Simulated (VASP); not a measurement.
# Ba (Fm-3m) in VASP: notebook

The runs below take Ba through single point, with LDA.

All numbers are computed with VASP 6.6.1; they aren't measurements. Logs are shortened: lines on timing, memory, paths and dates and some standing lists are left out, and cuts for length are marked.

### Step 1. The cell of the first run

It takes space group Fm-3m (No. 225, cubic). The conventional cell has a = 6.422 Å, b = 6.422 Å, c = 6.422 Å, α = 90.00°, β = 90.00°, γ = 90.00°.

### Step 2. Single point, LDA

INCAR

```
PREC = Accurate
ENCUT = 520
EDIFF = 1E-7
ISMEAR = 1
SIGMA = 0.05
LREAL = F
LASPH = T
NELM = 60
ALGO = Fast
ISIF = 2
LWAVE = F
LCHARG = F
GGA = CA
NBANDS = 11
```

KPOINTS

```
regular mesh
0
Gamma
  7 7 7
```

POSCAR

```
Ba
1.0
    0.0000000000      3.2109686108      3.2109686108
    3.2109686108      0.0000000000      3.2109686108
    3.2109686108      3.2109686108      0.0000000000
Ba
1
Direct
    0.0000000000      0.0000000000      0.0000000000
```

Potentials or basis: VASP PAW LDA potentials, release 64 (Ba_sv).

Launch:

```bash
$ cat potpaw_LDA.64/Ba_sv/POTCAR > POTCAR
$ mpirun -np 1 vasp_std > vasp.out
```

OUTCAR:

```text
PREC = Accurate
   ENCUT = 520
   EDIFF = 1E-7
   ISMEAR = 1
   LREAL = F
   LASPH = T
   NELM = 60
   ISIF = 2
   GGA = CA

 ion  position               nearest neighbor table
   1  0.000  0.000  0.000-

  LATTYP: Found a face centered cubic cell.
 ALAT       =     6.4219372216

  Lattice vectors:

 A1 = (   0.0000000000,   3.2109686108,   3.2109686108)
 A2 = (   3.2109686108,   0.0000000000,   3.2109686108)
 A3 = (   3.2109686108,   3.2109686108,   0.0000000000)

Analysis of symmetry for initial positions (statically):
=====================================================================
 Subroutine PRICEL returns:
 Original cell was already a primitive cell.

 Routine SETGRP: Setting up the symmetry group for a
 face centered cubic supercell.

 Subroutine GETGRP returns: Found 48 space group operations
[... 9 lines left out ...]

 Routine SETGRP: Setting up the symmetry group for a
 face centered cubic supercell.

 Subroutine GETGRP returns: Found 48 space group operations
[... 11 lines left out ...]
                                     Primitive cell

  volume of cell :      66.2122

  direct lattice vectors                    reciprocal lattice vectors
     0.000000000  3.210968611  3.210968611    -0.155716253  0.155716253  0.155716253
     3.210968611  0.000000000  3.210968611     0.155716253 -0.155716253  0.155716253
     3.210968611  3.210968611  0.000000000     0.155716253  0.155716253 -0.155716253

  length of vectors
     4.540995358  4.540995358  4.540995358     0.269708461  0.269708461  0.269708461

  position of ions in fractional coordinates (direct lattice)
     0.000000000  0.000000000  0.000000000

  ion indices of the primitive-cell ions
   primitive index   ion index
                 1           1

----------------------------------------------------------------------------------------

 KPOINTS: regular mesh

Automatic generation of k-mesh.
 Grid dimensions read from file:
 generate k-points for:    7    7    7

 Generating k-lattice:

  Cartesian coordinates                     Fractional coordinates (reciprocal lattice)
    -0.022245179  0.022245179  0.022245179     0.142857143  0.000000000  0.000000000
     0.022245179 -0.022245179  0.022245179     0.000000000  0.142857143  0.000000000
     0.022245179  0.022245179 -0.022245179     0.000000000  0.000000000  0.142857143

  Length of vectors
     0.038529780  0.038529780  0.038529780

  Shift w.r.t. Gamma in fractional coordinates (k-lattice)
     0.000000000  0.000000000  0.000000000

 Subroutine IBZKPT returns following result:
 ===========================================

 Found     20 irreducible k-points:

 Following reciprocal coordinates:
            Coordinates               Weight
  0.000000  0.000000  0.000000      1.000000
  0.142857  0.000000  0.000000      8.000000
  0.285714  0.000000  0.000000      8.000000
  0.428571  0.000000  0.000000      8.000000
  0.142857  0.142857  0.000000      6.000000
  0.285714  0.142857  0.000000     24.000000
[... 12 lines left out ...]
 -0.428571  0.428571  0.142857     24.000000
 -0.285714  0.428571  0.142857     24.000000
   k-points           NKPTS =     20   k-points in BZ     NKDIM =     20   number of bands    NBANDS=     11
   number of dos      NEDOS =    301   number of ions     NIONS =      1
   total plane-waves  NPLWV =  46656
   dimension x,y,z NGX =    36 NGY =   36 NGZ =   36
   dimension x,y,z NGXF=    72 NGYF=   72 NGZF=   72
   ions per type =               1
   NGX,Y,Z   is equivalent  to a cutoff of  13.18, 13.18, 13.18 a.u.
   NGXF,Y,Z  is equivalent  to a cutoff of  26.36, 26.36, 26.36 a.u.
 SYSTEM =  unknown system
   PREC   = accura    normal or accurate (medium, high low for compatibility)
   ISTART =      0    job   : 0-new  1-cont  2-samecut
   ICHARG =      2    charge: 1-file 2-atom 10-const
   ISPIN  =      1    spin polarized calculation?
   LNONCOLLINEAR =      F non collinear calculations
   LSORBIT =      F    spin-orbit coupling
   LASPH  =      T    aspherical Exc in radial PAW
   ENCUT  =  520.0 eV  38.22 Ry    6.18 a.u.   8.44  8.44  8.44*2*pi/ulx,y,z
   NELM   =     60;   NELMIN=  2; NELMDL= -5     # of ELM steps
   EDIFF  = 0.1E-06   stopping-criterion for ELM
   LREAL  =      F    real-space projection
   EDIFFG = 0.1E-05   stopping-criterion for IOM
   NSW    =      0    number of steps for IOM
   IBRION =     -1    ionic relax: 0-MD 1-quasi-New 2-CG
   NFREE  =      0    steps in history (QN), initial steepest desc. (CG)
   ISIF   =      2    stress and relaxation
   ISYM   =      2    0-nonsym 1-usesym 2-fastsym
   POTIM  = 0.5000    time-step for ionic-motion
   TEBEG  =    0.0;   TEEND  =   0.0 temperature during run
   PSTRESS=    0.0 pullay stress
   NELECT =      10.0000    total number of electrons
   NUPDOWN=      -1.0000    fix difference up-down
   EMIN   =  10.00;   EMAX   =-10.00  energy-range for DOS
   EFERMI =   0.00;   METHOD = LEGACY
   ISMEAR =     1;   SIGMA  =   0.05  broadening in eV -4-tet -1-fermi 0-gaus
   EFERMI_NEDOS =   21; number of points for ismear=-14 and -15
   IALGO  =     68    algorithm
   IMIX   =      4    mixing-type and parameters
     AMIX     =   0.40;   BMIX     =  1.00
     AMIX_MAG =   1.60;   BMIX_MAG =  1.00
  volume/ion in A,a.u.               =      66.21       446.82
  Fermi-wavevector in a.u.,A,eV,Ry     =   0.871824  1.647508 10.341474  0.760077
  Thomas-Fermi vector in A             =   1.990986
   LORBIT       =      0    0 simple, 1 ext, 2 COOP (PROOUT), +10 PAW based schemes
   GGA     = CA    functional components
   LHFCALC =     F    Hartree Fock is set to
   AEXX    =    0.0000 exact exchange contribution
   IVDW    =     0    specifies the selected vdW correction
   LEPSILON=     F    determine dielectric tensor
   LRPA    =     F    only Hartree local field effects (RPA)
 non-spin polarized calculation
 RMM-DIIS sequential band-by-band and
 Methfessel and Paxton  Order N= 1 SIGMA  =   0.05
  energy-cutoff  :      520.00
  volume of cell :       66.21
 maximum number of plane-waves:      1807
 NGX is ok and might be reduce to    36
   NGX = 17   NGY = 17   NGZ = 17

 number of electron      10.0000000 magnetization

 Free energy of the ion-electron system (eV)
  ---------------------------------------------------
  ext. energy  EPLUGINS =         0.00000000
  ---------------------------------------------------
  free energy    TOTEN  =        -2.17443964 eV

  energy without entropy =       -2.17306991  energy(sigma->0) =       -2.17398307

 E-fermi :   1.2873     XC(G=0):  -7.4540

 val. band max:        1.2812809422   @ k =  -0.4286   0.4286   0.0000
 cond. band min:       1.2906010044   @ k =  -0.2857   0.4286   0.1429
 fundamental gap:      0.0093200622
 Fermi energy:         1.2872850958

 k-point     1 :       0.0000    0.0000    0.0000
  band No.  band energies     occupation
      1     -27.6171      2.00000
      2     -12.6092      2.00000
      3     -12.6092      2.00000
      4     -12.6092      2.00000
      5      -1.4596      2.00000
      6       2.9671      0.00000
      7       2.9671      0.00000
      8       2.9671      0.00000
      9       4.4377      0.00000
     10       4.4377      0.00000
     11       7.2444      0.00000

 k-point     2 :       0.1429    0.0000    0.0000
  band No.  band energies     occupation
      1     -27.6110      2.00000
      2     -12.6883      2.00000
      3     -12.6194      2.00000
      4     -12.6194      2.00000
      5      -1.1259      2.00000
      6       2.6175      0.00000
      7       3.1067      0.00000
      8       3.1067      0.00000
      9       4.2806      0.00000
     10       4.2806      0.00000
     11       7.8764      0.00000

 k-point     3 :       0.2857    0.0000    0.0000
  band No.  band energies     occupation
      1     -27.5972      2.00000
      2     -12.8589      2.00000
      3     -12.6420      2.00000
      4     -12.6420      2.00000
      5      -0.3289      2.00000
      6       2.1656     -0.00000
      7       3.0908      0.00000
      8       3.0908      0.00000
      9       4.5554      0.00000
     10       4.5554      0.00000
     11       7.1620      0.00000

 k-point     4 :       0.4286    0.0000    0.0000
  band No.  band energies     occupation
      1     -27.5861      2.00000
      2     -12.9894      2.00000
      3     -12.6600      2.00000
      4     -12.6600      2.00000
      5       0.2701      2.00000
      6       2.2279     -0.00000
      7       2.8750      0.00000
      8       2.8750      0.00000
      9       5.3846      0.00000
     10       5.3846      0.00000
     11       6.7820      0.00000

 k-point     5 :       0.1429    0.1429    0.0000
  band No.  band energies     occupation
      1     -27.6089      2.00000
      2     -12.6862      2.00000
      3     -12.6368      2.00000
      4     -12.6368      2.00000
      5      -1.0144      2.00000
      6       2.4522      0.00000
      7       3.2384      0.00000
      8       3.2384      0.00000
      9       3.7398      0.00000
     10       4.6126      0.00000
     11       8.2744      0.00000
[... 155 lines left out ...]
 k-point    17 :       0.4286    0.2857    0.1429
  band No.  band energies     occupation
      1     -27.5874      2.00000
      2     -12.8813      2.00000
      3     -12.7361      2.00000
      4     -12.6758      2.00000
      5       0.3521      2.00000
      6       1.8057     -0.00000
      7       2.3885      0.00000
      8       3.8080      0.00000
      9       4.1350      0.00000
     10       5.6414      0.00000
     11       7.8616      0.00000

 k-point    18 :      -0.4286    0.2857    0.1429
  band No.  band energies     occupation
      1     -27.5791      2.00000
      2     -12.9317      2.00000
      3     -12.7852      2.00000
      4     -12.7012      2.00000
      5       1.0520      2.00000
      6       1.6862     -0.00000
      7       2.1677     -0.00000
      8       3.5969      0.00000
      9       4.9778      0.00000
     10       5.9965      0.00000
     11       6.7833      0.00000

 k-point    19 :      -0.4286    0.4286    0.1429
  band No.  band energies     occupation
      1     -27.5754      2.00000
      2     -12.9356      2.00000
      3     -12.7899      2.00000
      4     -12.7443      2.00000
      5       0.9142      2.00000
      6       1.4747     -0.00000
      7       2.4313      0.00000
      8       4.2137      0.00000
      9       5.4023      0.00000
     10       6.1626      0.00000
     11       6.8405      0.00000

 k-point    20 :      -0.2857    0.4286    0.1429
  band No.  band energies     occupation
      1     -27.5745      2.00000
      2     -12.8862      2.00000
      3     -12.8623      2.00000
      4     -12.7379      2.00000
      5       1.2906      0.88803
      6       1.6409     -0.00000
      7       2.1762     -0.00000
      8       3.6142      0.00000
      9       5.4938      0.00000
     10       5.8385      0.00000
     11       7.2138      0.00000

------------------------ aborting loop because EDIFF is reached ----------------------------------------

  FORCE on cell =-STRESS in cart. coord.  units (eV):
  Direction    XX          YY          ZZ          XY          YZ          ZX
  --------------------------------------------------------------------------------------
  -------------------------------------------------------------------------------------
  Total       -0.5764759     -0.5764759     -0.5764759      0.0000000     -0.0000000      0.0000000
  in kB      -13.9493378    -13.9493378    -13.9493378      0.0000000     -0.0000000      0.0000000
  external PRESSURE =     -13.9493378 kB  Pullay stress =       0.0000000 kB

 VOLUME and BASIS-vectors are now :
 -----------------------------------------------------------------------------
  energy-cutoff  :      520.00
  volume of cell :       66.21
      direct lattice vectors                 reciprocal lattice vectors
     0.000000000  3.210968611  3.210968611    -0.155716253  0.155716253  0.155716253
     3.210968611  0.000000000  3.210968611     0.155716253 -0.155716253  0.155716253
     3.210968611  3.210968611  0.000000000     0.155716253  0.155716253 -0.155716253

 POSITION                                       TOTAL-FORCE (eV/Angst)
 -----------------------------------------------------------------------------------
      0.00000      0.00000      0.00000        -0.000000      0.000000      0.000000
 -----------------------------------------------------------------------------------
    total drift:                               -0.000000      0.000000      0.000000

  FREE ENERGIE OF THE ION-ELECTRON SYSTEM (eV)
  ---------------------------------------------------
  free  energy   TOTEN  =        -2.1744396438 eV

  energy  without entropy=       -2.1730699132  energy(sigma->0) =       -2.17398307
```

It took 7.1 s on 1 thread of Intel Xeon 6975P-C (Granite Rapids), shared host; peak memory 0.17 GiB.

Results:

| Property | Result |
| --- | --- |
| Free energy | -2.1744 eV |
| Pressure | -1.4 GPa |
| Band gap on the k mesh | zero (band 5 reaches 1.29 eV, above the bottom of band 6 at 1.21 eV) |

Levels at points of the mesh, in eV from the Fermi level:
| k point | band 1 | band 2 | band 3 | band 4 | band 5 | band 6 | band 7 | band 8 | band 9 | band 10 |
| --- | --- | --- | --- | --- | --- | --- | --- | --- | --- | --- |
| (0.00, 0.00, 0.00) | -28.90 | -13.90 | -13.90 | -13.90 | -2.75 | 1.68 | 1.68 | 1.68 | 3.15 | 3.15 |

Caveat: spin-orbit coupling is left out, which moves the levels of the heavy elements.

### Step 3. Single point, LDA

This run uses another cell than the first one, of 67.56 Å³/atom, 1.020 times its volume.

INCAR

```
SYSTEM = Ba
PREC = Accurate ; ENCUT = 520
EDIFF = 1E-6 ; ISMEAR = 1
SIGMA = 0.05 ; LREAL = .FALSE.
LASPH = .TRUE. ; NELM = 100
ALGO = Normal ; ISIF = 2
LWAVE = .FALSE. ; LCHARG = .TRUE.
GGA = CA ; LELF = .TRUE.
LVHAR = .TRUE. ; NBANDS = 11
```

KPOINTS

```
regular mesh
0
G
  7 7 7
  0 0 0
```

POSCAR

```
Ba
1.0
    0.0000000000      3.2326650028      3.2326650028
    3.2326650028      0.0000000000      3.2326650028
    3.2326650028      3.2326650028      0.0000000000
Ba
1
Direct
    0.0000000000      0.0000000000      0.0000000000
```

Potentials or basis: VASP PAW LDA potentials, release 64 (Ba_sv).

Launch:

```bash
$ cat potpaw_LDA.64/Ba_sv/POTCAR > POTCAR
$ mpirun -np 1 vasp_std > vasp.out
```

Run time: 5.4 s. Hardware: 1 thread of Intel Xeon 6975P-C (Granite Rapids), shared host; peak memory 0.17 GiB.

Results (log left out):

* Free energy: -2.1622 eV
* Pressure: -1.5 GPa
* Band gap on the k mesh: zero (band 5 reaches 1.24 eV, above the bottom of band 6 at 1.16 eV)

Levels at points of the mesh, in eV from the Fermi level:
| k point | band 1 | band 2 | band 3 | band 4 | band 5 | band 6 | band 7 | band 8 | band 9 | band 10 |
| --- | --- | --- | --- | --- | --- | --- | --- | --- | --- | --- |
| (0.00, 0.00, 0.00) | -28.95 | -13.95 | -13.95 | -13.95 | -2.74 | 1.65 | 1.65 | 1.65 | 3.08 | 3.08 |

Caveat: spin-orbit coupling is left out, which moves the levels of the heavy elements.

(Part 1 of 2 ends here.)
